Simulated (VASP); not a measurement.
Zr: single point with PBE

Slab: Zr, a slab with vacuum.

```
Zr
1.0
     3.23110    0.00000    0.00000
    -1.61555    2.79821    0.00000
     0.00000    0.00000   16.00000
Zr
1
Direct
  0.00000 0.00000 0.50000
```

```yaml
Program: VASP 6.6.1
Task: single point
Functional: PBE
Potentials_or_basis: VASP PAW PBE potentials, release 64 (Zr_sv)
Cutoff: 520 eV
k_mesh: 15 × 15 × 1
Occupations: fermi-dirac, width 0.08 eV
Spin: no spin polarisation
Dipole_correction: yes
Further_INCAR_settings: ALGO = Normal; EDIFF = 1e-06; NBANDS = 12
```

```yaml
Band_gap_on_the_k_mesh: zero (band 6 reaches -1.55 eV, above the bottom of band 7 at -2.02 eV)
```

Levels at points of the mesh, in eV from the Fermi level:
```csv
k point,band 3,band 4,band 5,band 6,band 7,band 8,band 9,band 10
"(0.00, 0.00, 0.00)",-26.82,-26.82,-3.80,-0.15,0.44,1.14,1.14,3.20
```

Run time: 47 s on 1 thread of AMD EPYC 7R43 64-Core Processor (Zen 3), on a shared host, peak memory 0.2 GiB.
